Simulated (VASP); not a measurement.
# PbS (Galena) (Fm-3m) in VASP: single point with LDA

Aim: the single point of PbS (Galena) with LDA.

Everything below comes from runs of VASP 6.6.1. Logs are shortened: lines on timing, memory, paths and dates and some standing lists are left out, and cuts for length are marked.

## (1) The cell of the first run

Symmetry: Fm-3m, No. 225, cubic system. The conventional cell has a = 5.931 Å, b = 5.931 Å, c = 5.931 Å, α = 90.00°, β = 90.00°, γ = 90.00°. Within 3.9 Å of Pb (site symmetry m-3m) lie 6 S at 2.97 Å. Within 3.9 Å of S (site symmetry m-3m) lie 6 Pb at 2.97 Å.

## (2) Single point, LDA

File INCAR:

```
PREC = Accurate ; ENCUT = 500
EDIFF = 1E-6 ; ISMEAR = 0
SIGMA = 0.01 ; LREAL = F
LASPH = T ; NELM = 120
ALGO = Normal ; ISIF = 2
LWAVE = F ; LCHARG = F
GGA = CA ; NBANDS = 17
GGA_COMPAT = F
```

File KPOINTS:

```
Automatic mesh
0
Gamma
  4 4 4
```

File POSCAR:

```
PbS
1.0
    0.0000000000      2.9657500000      2.9657500000
    2.9657500000      0.0000000000      2.9657500000
    2.9657500000      2.9657500000      0.0000000000
Pb S
1 1
Direct
    0.0000000000      0.0000000000      0.0000000000
    0.5000000000      0.5000000000      0.5000000000
```

Potentials or basis: VASP PAW LDA potentials, release 64 (Pb_d, S).

The run is started by

```
$ cat potpaw_LDA.64/Pb_d/POTCAR potpaw_LDA.64/S/POTCAR > POTCAR
$ mpirun -np 1 vasp_std > vasp.out
```

OUTCAR:

```text
PREC = Accurate
   ENCUT = 500
   EDIFF = 1E-6
   ISMEAR = 0
   LREAL = F
   LASPH = T
   NELM = 120
   ISIF = 2
   GGA = CA

 ion  position               nearest neighbor table
   1  0.000  0.000  0.000-   2 2.97   2 2.97   2 2.97   2 2.97   2 2.97   2 2.97
   2  0.500  0.500  0.500-   1 2.97   1 2.97   1 2.97   1 2.97   1 2.97   1 2.97

  LATTYP: Found a face centered cubic cell.
 ALAT       =     5.9315000000

  Lattice vectors:

 A1 = (   0.0000000000,   2.9657500000,   2.9657500000)
 A2 = (   2.9657500000,   0.0000000000,   2.9657500000)
 A3 = (   2.9657500000,   2.9657500000,   0.0000000000)

Analysis of symmetry for initial positions (statically):
=====================================================================
 Subroutine PRICEL returns:
 Original cell was already a primitive cell.

 Routine SETGRP: Setting up the symmetry group for a
 face centered cubic supercell.

 Subroutine GETGRP returns: Found 48 space group operations
 (whereof 48 operations were pure point group operations)
 out of a pool of 48 trial point group operations.

The static configuration has the point symmetry O_h .

Analysis of symmetry for dynamics (positions and initial velocities):
=====================================================================
 Subroutine PRICEL returns:
 Original cell was already a primitive cell.

 Routine SETGRP: Setting up the symmetry group for a
 face centered cubic supercell.

 Subroutine GETGRP returns: Found 48 space group operations
 (whereof 48 operations were pure point group operations)
 out of a pool of 48 trial point group operations.

The dynamic configuration has the point symmetry O_h .

 Subroutine INISYM returns: Found 48 space group operations
 (whereof 48 operations are pure point group operations),
 and found     1 'primitive' translations

----------------------------------------------------------------------------------------

                                     Primitive cell

  volume of cell :      52.1715

  direct lattice vectors                    reciprocal lattice vectors
     0.000000000  2.965750000  2.965750000    -0.168591419  0.168591419  0.168591419
     2.965750000  0.000000000  2.965750000     0.168591419 -0.168591419  0.168591419
     2.965750000  2.965750000  0.000000000     0.168591419  0.168591419 -0.168591419

  length of vectors
     4.194203873  4.194203873  4.194203873     0.292008903  0.292008903  0.292008903

  position of ions in fractional coordinates (direct lattice)
     0.000000000  0.000000000  0.000000000
     0.500000000  0.500000000  0.500000000

  ion indices of the primitive-cell ions
   primitive index   ion index
                 1           1
                 2           2

----------------------------------------------------------------------------------------

 KPOINTS: Automatic mesh

Automatic generation of k-mesh.
 Grid dimensions read from file:
 generate k-points for:    4    4    4

 Generating k-lattice:

  Cartesian coordinates                     Fractional coordinates (reciprocal lattice)
    -0.042147855  0.042147855  0.042147855     0.250000000  0.000000000  0.000000000
     0.042147855 -0.042147855  0.042147855     0.000000000  0.250000000  0.000000000
     0.042147855  0.042147855 -0.042147855     0.000000000  0.000000000  0.250000000

  Length of vectors
     0.073002226  0.073002226  0.073002226

  Shift w.r.t. Gamma in fractional coordinates (k-lattice)
     0.000000000  0.000000000  0.000000000

 Subroutine IBZKPT returns following result:
 ===========================================

 Found      8 irreducible k-points:

 Following reciprocal coordinates:
            Coordinates               Weight
  0.000000  0.000000  0.000000      1.000000
  0.250000  0.000000  0.000000      8.000000
  0.500000  0.000000  0.000000      4.000000
  0.250000  0.250000  0.000000      6.000000
  0.500000  0.250000  0.000000     24.000000
 -0.250000  0.250000  0.000000     12.000000
  0.500000  0.500000  0.000000      3.000000
 -0.250000  0.500000  0.250000      6.000000
   k-points           NKPTS =      8   k-points in BZ     NKDIM =      8   number of bands    NBANDS=     17
   number of dos      NEDOS =    301   number of ions     NIONS =      2
   total plane-waves  NPLWV =  32768
   dimension x,y,z NGX =    32 NGY =   32 NGZ =   32
   dimension x,y,z NGXF=    64 NGYF=   64 NGZF=   64
   ions per type =               1   1
   NGX,Y,Z   is equivalent  to a cutoff of  12.68, 12.68, 12.68 a.u.
   NGXF,Y,Z  is equivalent  to a cutoff of  25.37, 25.37, 25.37 a.u.
 SYSTEM =  unknown system
   PREC   = accura    normal or accurate (medium, high low for compatibility)
   ISTART =      0    job   : 0-new  1-cont  2-samecut
   ICHARG =      2    charge: 1-file 2-atom 10-const
   ISPIN  =      1    spin polarized calculation?
   LNONCOLLINEAR =      F non collinear calculations
   LSORBIT =      F    spin-orbit coupling
   LASPH  =      T    aspherical Exc in radial PAW
   ENCUT  =  500.0 eV  36.75 Ry    6.06 a.u.   7.65  7.65  7.65*2*pi/ulx,y,z
   NELM   =    120;   NELMIN=  2; NELMDL= -5     # of ELM steps
   EDIFF  = 0.1E-05   stopping-criterion for ELM
   LREAL  =      F    real-space projection
   EDIFFG = 0.1E-04   stopping-criterion for IOM
   NSW    =      0    number of steps for IOM
   IBRION =     -1    ionic relax: 0-MD 1-quasi-New 2-CG
   NFREE  =      0    steps in history (QN), initial steepest desc. (CG)
   ISIF   =      2    stress and relaxation
   ISYM   =      2    0-nonsym 1-usesym 2-fastsym
   POTIM  = 0.5000    time-step for ionic-motion
   TEBEG  =    0.0;   TEEND  =   0.0 temperature during run
   PSTRESS=    0.0 pullay stress
   NELECT =      20.0000    total number of electrons
   NUPDOWN=      -1.0000    fix difference up-down
   EMIN   =  10.00;   EMAX   =-10.00  energy-range for DOS
   EFERMI =   0.00;   METHOD = LEGACY
   ISMEAR =     0;   SIGMA  =   0.01  broadening in eV -4-tet -1-fermi 0-gaus
   EFERMI_NEDOS =   21; number of points for ismear=-14 and -15
   IALGO  =     38    algorithm
   IMIX   =      4    mixing-type and parameters
     AMIX     =   0.40;   BMIX     =  1.00
     AMIX_MAG =   1.60;   BMIX_MAG =  1.00
  volume/ion in A,a.u.               =      26.09       176.04
  Fermi-wavevector in a.u.,A,eV,Ry     =   1.189251  2.247359 19.242973  1.414319
  Thomas-Fermi vector in A             =   2.325363
   LORBIT       =      0    0 simple, 1 ext, 2 COOP (PROOUT), +10 PAW based schemes
   GGA     = CA    functional components
   LHFCALC =     F    Hartree Fock is set to
   AEXX    =    0.0000 exact exchange contribution
   IVDW    =     0    specifies the selected vdW correction
   LEPSILON=     F    determine dielectric tensor
   LRPA    =     F    only Hartree local field effects (RPA)
 non-spin polarized calculation
 Gauss-broadening in eV      SIGMA  =   0.01
  energy-cutoff  :      500.00
  volume of cell :       52.17
 maximum number of plane-waves:      1363
 NGX is ok and might be reduce to    32
   NGX = 15   NGY = 15   NGZ = 15

 number of electron      19.9999998 magnetization

 Free energy of the ion-electron system (eV)
  ---------------------------------------------------
  ext. energy  EPLUGINS =         0.00000000
  ---------------------------------------------------
  free energy    TOTEN  =        -9.96783639 eV

  energy without entropy =       -9.96783639  energy(sigma->0) =       -9.96783639

 E-fermi :   5.6611     XC(G=0): -10.0301

 val. band max:        5.5958508835   @ k =   0.5000   0.0000   0.0000
 cond. band min:       5.8029278732   @ k =   0.5000   0.0000   0.0000
 fundamental gap:      0.2070769897
 Fermi energy:         5.6611048578

 k-point     1 :       0.0000    0.0000    0.0000
  band No.  band energies     occupation
      1     -11.1783      2.00000
      2     -11.1783      2.00000
      3     -11.1783      2.00000
      4     -11.1696      2.00000
      5     -11.1696      2.00000
      6      -7.9764      2.00000
[... 9 lines left out ...]
     16      12.2398      0.00000
     17      14.0287      0.00000

 k-point     2 :       0.2500    0.0000    0.0000
  band No.  band energies     occupation
      1     -11.1870      2.00000
      2     -11.1870      2.00000
      3     -11.1763      2.00000
      4     -11.1529      2.00000
      5     -11.1529      2.00000
      6      -7.4599      2.00000
[... 9 lines left out ...]
     16      13.4671      0.00000
     17      17.3049      0.00000

 k-point     3 :       0.5000    0.0000    0.0000
  band No.  band energies     occupation
      1     -11.2022      2.00000
      2     -11.2022      2.00000
      3     -11.1754      2.00000
      4     -11.1295      2.00000
      5     -11.1295      2.00000
      6      -6.6868      2.00000
[... 9 lines left out ...]
     16      15.6807      0.00000
     17      16.0335      0.00000

 k-point     4 :       0.2500    0.2500    0.0000
  band No.  band energies     occupation
      1     -11.2287      2.00000
      2     -11.1916      2.00000
      3     -11.1563      2.00000
      4     -11.1476      2.00000
      5     -11.1476      2.00000
      6      -7.2665      2.00000
[... 9 lines left out ...]
     16      15.5187      0.00000
     17      15.5250      0.00000

 k-point     5 :       0.5000    0.2500    0.0000
  band No.  band energies     occupation
      1     -11.2597      2.00000
      2     -11.1801      2.00000
      3     -11.1705      2.00000
      4     -11.1384      2.00000
      5     -11.1247      2.00000
      6      -6.4891      2.00000
[... 9 lines left out ...]
     16      16.3048      0.00000
     17      16.9390      0.00000

 k-point     6 :      -0.2500    0.2500    0.0000
  band No.  band energies     occupation
      1     -11.2179      2.00000
      2     -11.1862      2.00000
      3     -11.1637      2.00000
      4     -11.1468      2.00000
      5     -11.1452      2.00000
      6      -6.7634      2.00000
[... 9 lines left out ...]
     16      15.3378      0.00000
     17      16.2402      0.00000

 k-point     7 :       0.5000    0.5000    0.0000
  band No.  band energies     occupation
      1     -11.3254      2.00000
      2     -11.2049      2.00000
      3     -11.1429      2.00000
      4     -11.1152      2.00000
      5     -11.1152      2.00000
      6      -6.2513      2.00000
[... 9 lines left out ...]
     16      17.8752      0.00000
     17      17.8820      0.00000

 k-point     8 :      -0.2500    0.5000    0.2500
  band No.  band energies     occupation
      1     -11.2805      2.00000
      2     -11.1678      2.00000
      3     -11.1614      2.00000
      4     -11.1614      2.00000
      5     -11.1152      2.00000
      6      -6.2041      2.00000
[... 9 lines left out ...]
     16      17.5334      0.00000
     17      17.8638      0.00000

------------------------ aborting loop because EDIFF is reached ----------------------------------------

  FORCE on cell =-STRESS in cart. coord.  units (eV):
  Direction    XX          YY          ZZ          XY          YZ          ZX
  --------------------------------------------------------------------------------------
  -------------------------------------------------------------------------------------
  Total       -0.7995173     -0.7995173     -0.7995173     -0.0000000     -0.0000000     -0.0000000
  in kB      -24.5530156    -24.5530156    -24.5530156     -0.0000000     -0.0000000     -0.0000000
  external PRESSURE =     -24.5530156 kB  Pullay stress =       0.0000000 kB

 VOLUME and BASIS-vectors are now :
 -----------------------------------------------------------------------------
  energy-cutoff  :      500.00
  volume of cell :       52.17
      direct lattice vectors                 reciprocal lattice vectors
     0.000000000  2.965750000  2.965750000    -0.168591419  0.168591419  0.168591419
     2.965750000  0.000000000  2.965750000     0.168591419 -0.168591419  0.168591419
     2.965750000  2.965750000  0.000000000     0.168591419  0.168591419 -0.168591419

 POSITION                                       TOTAL-FORCE (eV/Angst)
 -----------------------------------------------------------------------------------
      0.00000      0.00000      0.00000         0.000000      0.000000      0.000000
      2.96575      2.96575      2.96575        -0.000000     -0.000000     -0.000000
 -----------------------------------------------------------------------------------
    total drift:                                0.000000     -0.000000     -0.000000

  FREE ENERGIE OF THE ION-ELECTRON SYSTEM (eV)
  ---------------------------------------------------
  free  energy   TOTEN  =        -9.9678363863 eV

  energy  without entropy=       -9.9678363863  energy(sigma->0) =       -9.96783639
```

It took 12 s on 1 thread of AMD EPYC 7R13, shared host; peak memory 0.12 GiB.

Results:

- Free energy: -9.9678 eV
- Pressure: -2.5 GPa
- Band gap on the k mesh: 0.21 eV, direct

Caveat: the k points lie up to 0.46 Å⁻¹ apart; spin-orbit coupling is left out, which moves the levels of the heavy elements.
